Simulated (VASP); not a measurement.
# SrO: single point with r2SCAN

Crystal: SrO.

```
Sr O
1.0
     0.00000    2.50556    2.56980
     2.50556    0.00000    2.56980
     2.50556    2.50556    0.00000
Sr O
1 1
Direct
  0.00000 0.00000 0.00000
  0.50000 0.50000 0.50000
```

This cell differs from its parent crystal: strain -0.025 along x and y, +0.000 along z.

```json
{
  "Program": "VASP 6.6.1",
  "Task": "single point",
  "Functional": "r2SCAN",
  "Potentials or basis": "VASP PAW PBE potentials, release 64 (Sr_sv, O)",
  "Cutoff": "520 eV",
  "k mesh": "8 × 8 × 8",
  "Occupations": "gaussian, width 0.05 eV",
  "Spin": "no spin polarisation"
}
```

The pressure is 7.6 GPa. The band gap on the k mesh is 3.64 eV, indirect (least direct gap 3.67 eV).

Stress tensor (GPa, compression positive):
```
9.19 0.00 0.00
0.00 9.19 0.00
0.00 0.00 4.38
```

Levels at points of the mesh, in eV from the valence-band top:
| k point | band 6 | band 7 | band 8 | band 9 | band 10 | band 11 |
| --- | --- | --- | --- | --- | --- | --- |
| (0.00, 0.00, 0.00) | -0.10 | 0.00 | 0.00 | 5.01 | 6.73 | 6.93 |
| (0.50, 0.00, 0.00) | -2.25 | -1.28 | -1.27 | 7.31 | 9.48 | 9.75 |
| (0.50, 0.50, 0.00) | -0.47 | -0.04 | -0.04 | 3.74 | 8.90 | 11.26 |
| (0.50, 0.00, 0.50) | -0.30 | -0.16 | -0.03 | 3.64 | 8.89 | 11.25 |

It took 3.8 min on 1 thread of AMD EPYC 7R13, on a shared host, peak memory 0.16 GiB.

Caveat: the cell differs from its parent crystal (strain -0.025 along x and y, +0.000 along z); the PAW data sets were made with another functional, which shifts forces and pressure a little. A k mesh can miss the band edges.
